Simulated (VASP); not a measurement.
# W (Im-3m) in VASP: a series of runs

W is run at these levels: LDA; tasks: single point.

All numbers are computed with VASP 6.6.1; they aren't measurements. Logs are shortened: lines on timing, memory, paths and dates and some standing lists are left out, and cuts for length are marked.

### Step 1. The cell of the first run

The structure is cubic, space group Im-3m (No. 229). Conventional cell: a = 3.135 Å, b = 3.135 Å, c = 3.135 Å, α = 90.00°, β = 90.00°, γ = 90.00°. W (site symmetry m-3m) has 14 W at 2.72 to 3.14 Å within 3.6 Å.

### Step 2. Single point, LDA

Input file INCAR:

```
  PREC = Accurate
  ENCUT = 520
  EDIFF = 1E-6
  ISMEAR = 0
  SIGMA = 0.3
  LREAL = False
  LASPH = True
  NELM = 100
  ALGO = Normal
  ISIF = 2
  LWAVE = False
  LCHARG = True
  GGA = CA
  LELF = True
  LVHAR = True
  NBANDS = 13
```

Input file KPOINTS:

```
regular mesh
0
Gamma
  14 14 14
```

Input file POSCAR:

```
W
1.0
   -1.5676867250      1.5676867250      1.5676867250
    1.5676867250     -1.5676867250      1.5676867250
    1.5676867250      1.5676867250     -1.5676867250
W
1
Direct
    0.0000000000      0.0000000000      0.0000000000
```

Potentials or basis: VASP PAW LDA potentials, release 64 (W_sv).

Command:

```bash
cat potpaw_LDA.64/W_sv/POTCAR > POTCAR
mpirun -np 1 vasp_std > vasp.out
```

OUTCAR:

```text
PREC = Accurate
   ENCUT = 520
   EDIFF = 1E-6
   ISMEAR = 0
   LREAL = False
   LASPH = True
   NELM = 100
   ISIF = 2
   GGA = CA

 ion  position               nearest neighbor table
   1  0.000  0.000  0.000-

  LATTYP: Found a body centered cubic cell.
 ALAT       =     3.1353734500

  Lattice vectors:

 A1 = (  -1.5676867250,   1.5676867250,   1.5676867250)
 A2 = (   1.5676867250,  -1.5676867250,   1.5676867250)
 A3 = (   1.5676867250,   1.5676867250,  -1.5676867250)

Analysis of symmetry for initial positions (statically):
=====================================================================
 Subroutine PRICEL returns:
 Original cell was already a primitive cell.

 Routine SETGRP: Setting up the symmetry group for a
 body centered cubic supercell.

 Subroutine GETGRP returns: Found 48 space group operations
 (whereof 48 operations were pure point group operations)
 out of a pool of 48 trial point group operations.

The static configuration has the point symmetry O_h .

Analysis of symmetry for dynamics (positions and initial velocities):
=====================================================================
 Subroutine PRICEL returns:
 Original cell was already a primitive cell.

 Routine SETGRP: Setting up the symmetry group for a
 body centered cubic supercell.

 Subroutine GETGRP returns: Found 48 space group operations
 (whereof 48 operations were pure point group operations)
 out of a pool of 48 trial point group operations.

The dynamic configuration has the point symmetry O_h .

 Subroutine INISYM returns: Found 48 space group operations
 (whereof 48 operations are pure point group operations),
 and found     1 'primitive' translations

----------------------------------------------------------------------------------------

                                     Primitive cell

  volume of cell :      15.4112

  direct lattice vectors                    reciprocal lattice vectors
    -1.567686725  1.567686725  1.567686725     0.000000000  0.318941273  0.318941273
     1.567686725 -1.567686725  1.567686725     0.318941273  0.000000000  0.318941273
     1.567686725  1.567686725 -1.567686725     0.318941273  0.318941273  0.000000000

  length of vectors
     2.715313058  2.715313058  2.715313058     0.451051074  0.451051074  0.451051074

  position of ions in fractional coordinates (direct lattice)
     0.000000000  0.000000000  0.000000000

  ion indices of the primitive-cell ions
   primitive index   ion index
                 1           1

----------------------------------------------------------------------------------------

 KPOINTS: regular mesh

Automatic generation of k-mesh.
 Grid dimensions read from file:
 generate k-points for:   14   14   14

 Generating k-lattice:

  Cartesian coordinates                     Fractional coordinates (reciprocal lattice)
     0.000000000  0.022781520  0.022781520     0.071428571  0.000000000  0.000000000
     0.022781520  0.000000000  0.022781520     0.000000000  0.071428571  0.000000000
     0.022781520  0.022781520  0.000000000     0.000000000  0.000000000  0.071428571

  Length of vectors
     0.032217934  0.032217934  0.032217934

  Shift w.r.t. Gamma in fractional coordinates (k-lattice)
     0.000000000  0.000000000  0.000000000

 Subroutine IBZKPT returns following result:
 ===========================================

 Found    104 irreducible k-points:

 Following reciprocal coordinates:
            Coordinates               Weight
  0.000000  0.000000  0.000000      1.000000
  0.071429  0.000000  0.000000     12.000000
  0.142857  0.000000  0.000000     12.000000
  0.214286  0.000000  0.000000     12.000000
  0.285714  0.000000  0.000000     12.000000
  0.357143  0.000000  0.000000     12.000000
[... 16 lines left out ...]
  0.285714  0.285714  0.000000     24.000000
  0.357143  0.285714  0.000000     24.000000
 [... further k-points ...]
   k-points           NKPTS =    104   k-points in BZ     NKDIM =    104   number of bands    NBANDS=     13
   number of dos      NEDOS =    301   number of ions     NIONS =      1
   total plane-waves  NPLWV =   8000
   dimension x,y,z NGX =    20 NGY =   20 NGZ =   20
   dimension x,y,z NGXF=    40 NGYF=   40 NGZF=   40
   ions per type =               1
   NGX,Y,Z   is equivalent  to a cutoff of  12.25, 12.25, 12.25 a.u.
   NGXF,Y,Z  is equivalent  to a cutoff of  24.49, 24.49, 24.49 a.u.
 SYSTEM =  unknown system
   PREC   = accura    normal or accurate (medium, high low for compatibility)
   ISTART =      0    job   : 0-new  1-cont  2-samecut
   ICHARG =      2    charge: 1-file 2-atom 10-const
   ISPIN  =      1    spin polarized calculation?
   LNONCOLLINEAR =      F non collinear calculations
   LSORBIT =      F    spin-orbit coupling
   LASPH  =      T    aspherical Exc in radial PAW
   ENCUT  =  520.0 eV  38.22 Ry    6.18 a.u.   5.05  5.05  5.05*2*pi/ulx,y,z
   NELM   =    100;   NELMIN=  2; NELMDL= -5     # of ELM steps
   EDIFF  = 0.1E-05   stopping-criterion for ELM
   LREAL  =      F    real-space projection
   EDIFFG = 0.1E-04   stopping-criterion for IOM
   NSW    =      0    number of steps for IOM
   IBRION =     -1    ionic relax: 0-MD 1-quasi-New 2-CG
   NFREE  =      0    steps in history (QN), initial steepest desc. (CG)
   ISIF   =      2    stress and relaxation
   ISYM   =      2    0-nonsym 1-usesym 2-fastsym
   POTIM  = 0.5000    time-step for ionic-motion
   TEBEG  =    0.0;   TEEND  =   0.0 temperature during run
   PSTRESS=    0.0 pullay stress
   NELECT =      14.0000    total number of electrons
   NUPDOWN=      -1.0000    fix difference up-down
   EMIN   =  10.00;   EMAX   =-10.00  energy-range for DOS
   EFERMI =   0.00;   METHOD = LEGACY
   ISMEAR =     0;   SIGMA  =   0.30  broadening in eV -4-tet -1-fermi 0-gaus
   EFERMI_NEDOS =   21; number of points for ismear=-14 and -15
   IALGO  =     38    algorithm
   IMIX   =      4    mixing-type and parameters
     AMIX     =   0.40;   BMIX     =  1.00
     AMIX_MAG =   1.60;   BMIX_MAG =  1.00
  volume/ion in A,a.u.               =      15.41       104.00
  Fermi-wavevector in a.u.,A,eV,Ry     =   1.585519  2.996197 34.203303  2.513872
  Thomas-Fermi vector in A             =   2.684971
   LORBIT       =      0    0 simple, 1 ext, 2 COOP (PROOUT), +10 PAW based schemes
   GGA     = CA    functional components
   LHFCALC =     F    Hartree Fock is set to
   AEXX    =    0.0000 exact exchange contribution
   IVDW    =     0    specifies the selected vdW correction
   LEPSILON=     F    determine dielectric tensor
   LRPA    =     F    only Hartree local field effects (RPA)
 non-spin polarized calculation
 Gauss-broadening in eV      SIGMA  =   0.30
  energy-cutoff  :      520.00
  volume of cell :       15.41
 maximum number of plane-waves:       432
   NGX =  9   NGY =  9   NGZ =  9

 number of electron      14.0000004 magnetization

 Free energy of the ion-electron system (eV)
  ---------------------------------------------------
  ext. energy  EPLUGINS =         0.00000000
  ---------------------------------------------------
  free energy    TOTEN  =       -14.11084265 eV

  energy without entropy =      -14.08480438  energy(sigma->0) =      -14.09782351

 E-fermi :  11.8142     XC(G=0): -13.9881

 val. band max:       11.7412196087   @ k =  -0.4286  -0.4286   0.2857
 cond. band min:      11.8470441085   @ k =  -0.4286   0.5000   0.2857
 fundamental gap:      0.1058244999
 Fermi energy:        11.8141812034

 k-point     1 :       0.0000    0.0000    0.0000
  band No.  band energies     occupation
      1     -61.9770      2.00000
      2     -25.7401      2.00000
      3     -25.7401      2.00000
      4     -25.7401      2.00000
      5       2.0362      2.00000
      6      10.4251      2.00000
      7      10.4251      2.00000
      8      10.4251      2.00000
      9      13.9899      0.00000
     10      13.9899      0.00000
     11      26.3712      0.00000
     12      26.3712      0.00000
     13      26.3712      0.00000

 k-point     2 :       0.0714    0.0000    0.0000
  band No.  band energies     occupation
      1     -61.9694      2.00000
      2     -25.8176      2.00000
      3     -25.7640      2.00000
      4     -25.7405      2.00000
      5       2.2925      2.00000
      6      10.2700      2.00000
      7      10.3891      2.00000
      8      10.6732      2.00000
      9      13.7472      0.00000
     10      13.9916      0.00000
     11      26.5894      0.00000
     12      26.8035      0.00000
     13      27.0033      0.00000

 k-point     3 :       0.1429    0.0000    0.0000
  band No.  band energies     occupation
      1     -61.9478      2.00000
      2     -26.0307      2.00000
      3     -25.8306      2.00000
      4     -25.7418      2.00000
      5       3.0091      2.00000
      6       9.8634      2.00000
      7      10.2162      2.00000
      8      11.4042      1.94673
      9      13.3445      0.00000
     10      14.0167      0.00000
     11      27.0595      0.00000
     12      28.0380      0.00000
     13      28.4449      0.00000
[... 305 lines left out ...]
 k-point    23 :       0.2857    0.2857    0.0000
  band No.  band energies     occupation
      1     -61.8065      2.00000
      2     -26.9000      2.00000
      3     -26.5201      2.00000
      4     -25.9134      2.00000
      5       7.0606      2.00000
      6       8.5009      2.00000
      7       9.5779      2.00000
      8      13.9997      0.00000
      9      14.8877      0.00000
     10      20.8790      0.00000
     11      21.4001      0.00000
     12      25.5360      0.00000
     13      28.7488      0.00000

 k-point    24 :       0.3571    0.2857    0.0000
  band No.  band energies     occupation
      1     -61.8016      2.00000
      2     -26.8458      2.00000
      3     -26.6269      2.00000
      4     -25.9211      2.00000
      5       7.1503      2.00000
      6       8.6800      2.00000
      7       9.4493      2.00000
      8      14.2651      0.00000
      9      14.8953      0.00000
     10      20.3998      0.00000
     11      22.3664      0.00000
     12      24.4537      0.00000
     13      29.2804      0.00000

 [... further k-points ...]

------------------------ aborting loop because EDIFF is reached ----------------------------------------

  FORCE on cell =-STRESS in cart. coord.  units (eV):
  Direction    XX          YY          ZZ          XY          YZ          ZX
  --------------------------------------------------------------------------------------
  -------------------------------------------------------------------------------------
  Total        0.1897834      0.1897834      0.1897834      0.0000000      0.0000000      0.0000000
  in kB       19.7301753     19.7301753     19.7301753      0.0000000      0.0000000      0.0000000
  external PRESSURE =      19.7301753 kB  Pullay stress =       0.0000000 kB

 VOLUME and BASIS-vectors are now :
 -----------------------------------------------------------------------------
  energy-cutoff  :      520.00
  volume of cell :       15.41
      direct lattice vectors                 reciprocal lattice vectors
    -1.567686725  1.567686725  1.567686725     0.000000000  0.318941273  0.318941273
     1.567686725 -1.567686725  1.567686725     0.318941273  0.000000000  0.318941273
     1.567686725  1.567686725 -1.567686725     0.318941273  0.318941273  0.000000000

 POSITION                                       TOTAL-FORCE (eV/Angst)
 -----------------------------------------------------------------------------------
      0.00000      0.00000      0.00000        -0.000000     -0.000000      0.000000
 -----------------------------------------------------------------------------------
    total drift:                                0.000000     -0.000000      0.000000

  FREE ENERGIE OF THE ION-ELECTRON SYSTEM (eV)
  ---------------------------------------------------
  free  energy   TOTEN  =       -14.1108426489 eV

  energy  without entropy=      -14.0848043803  energy(sigma->0) =      -14.09782351
```

It took 10 s on 1 thread of AMD EPYC 9R45 (Zen 5), shared host; peak memory 0.1 GiB.

What came out:

* Free energy: -14.1108 eV
* Pressure: 2.0 GPa
* Band gap on the k mesh: zero (band 7 reaches 17.09 eV, above the bottom of band 8 at 10.43 eV)

Levels at points of the mesh, in eV from the Fermi level:
| k point | band 3 | band 4 | band 5 | band 6 | band 7 | band 8 | band 9 | band 10 | band 11 | band 12 |
| --- | --- | --- | --- | --- | --- | --- | --- | --- | --- | --- |
| (0.00, 0.00, 0.00) | -37.55 | -37.55 | -9.78 | -1.39 | -1.39 | -1.39 | 2.18 | 2.18 | 14.56 | 14.56 |
| (0.50, 0.00, 0.00) | -38.02 | -37.56 | -6.52 | -3.80 | 0.86 | 2.10 | 3.09 | 6.31 | 11.47 | 11.56 |
| (0.50, 0.50, 0.50) | -38.56 | -38.56 | -6.16 | -6.16 | 5.27 | 5.27 | 5.27 | 8.51 | 8.51 | 8.51 |

Caveat: spin-orbit coupling is left out, which moves the levels of the heavy elements.

### Step 3. Single point, LDA

Input file INCAR:

```
PREC = Accurate
ENCUT = 520
EDIFF = 1E-6
ISMEAR = 0
SIGMA = 0.6
LREAL = F
LASPH = T
NELM = 80
ALGO = Normal
ISIF = 2
LWAVE = F
LCHARG = T
GGA = CA
LELF = T
LVHAR = T
NBANDS = 13
```

KPOINTS is that of step 2.

POSCAR is that of step 2.

Potentials or basis: VASP PAW LDA potentials, release 64 (W_sv).

Command:

```bash
cat potpaw_LDA.64/W_sv/POTCAR > POTCAR
mpirun -np 1 vasp_std > vasp.out
```

It took 10 s on 1 thread of AMD EPYC 9R45 (Zen 5), shared host; peak memory 0.1 GiB.

It converged, with:

```yaml
Free_energy: -14.1463 eV
Pressure: 2.2 GPa
Band_gap_on_the_k_mesh: zero (band 7 reaches 17.09 eV, above the bottom of band 8 at 10.43 eV)
```

Levels at points of the mesh, in eV from the Fermi level:
```
           k point  band 3  band 4  band 5  band 6  band 7  band 8  band 9  band 10  band 11  band 12
(0.00, 0.00, 0.00)  -37.46  -37.46   -9.69   -1.30   -1.30   -1.30    2.27     2.27    14.65    14.65
(0.50, 0.00, 0.00)  -37.92  -37.47   -6.43   -3.71    0.95    2.19    3.19     6.41    11.57    11.64
(0.50, 0.50, 0.50)  -38.46  -38.46   -6.07   -6.07    5.37    5.37    5.37     8.60     8.60     8.60
```

Caveat: spin-orbit coupling is left out, which moves the levels of the heavy elements.
